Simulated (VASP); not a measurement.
Wanted: the native input for a VASP 6.6.1 run.

```
Task                   : single point
Functional             : PBE
Dispersion             : D3(BJ)
Potentials or basis    : VASP PAW PBE potentials, release 64 (Al)
Cutoff                 : 520 eV
k mesh                 : 18 × 18 × 10
Occupations            : fermi-dirac, width 0.15 eV
Spin                   : no spin polarisation
Dipole correction      : no
Further INCAR settings : ALGO = Fast; EDIFF = 1e-06; NBANDS = 10
```

The structure of Al lies in POSCAR:

```
Al
1.0
    2.7866299143      0.0000000000      0.0000000000
   -1.3933149571      2.4132922967      0.0000000000
    0.0000000000      0.0000000000      4.5808157323
Al
2
Direct
    0.6666666667      0.3333333333      0.7500000000
    0.3333333333      0.6666666667      0.2500000000
```

The input as run:

INCAR

```
SYSTEM = Al
ALGO = Fast
EDIFF = 1E-6
ENCUT = 520
GGA = PE
ISIF = 2
ISMEAR = -1
IVDW = 12
LASPH = .True.
LCHARG = .False.
LREAL = .False.
LWAVE = .False.
NBANDS = 10
NELM = 80
PREC = Accurate
SIGMA = 0.15
```

KPOINTS

```
k-points
0
Gamma
  18 18 10
  0 0 0
```

Potentials or basis: VASP PAW PBE potentials, release 64 (Al).

The run is started by

```sh
$ cat potpaw_PBE.64/Al/POTCAR > POTCAR
$ mpirun -np 1 vasp_std > vasp.out
```

Results of the run:

```yaml
Pressure: 3.0 GPa
Band_gap_on_the_k_mesh: zero (band 3 reaches 12.96 eV, above the bottom of band 4 at 5.45 eV)
Dispersion_energy_per_atom: -0.361 eV
```

Caveat: pairwise dispersion overbinds metals, which lowers pressure and volume.

It took 21 s on 1 thread of Intel Xeon 6975P-C, on a shared host, peak memory 0.19 GiB.
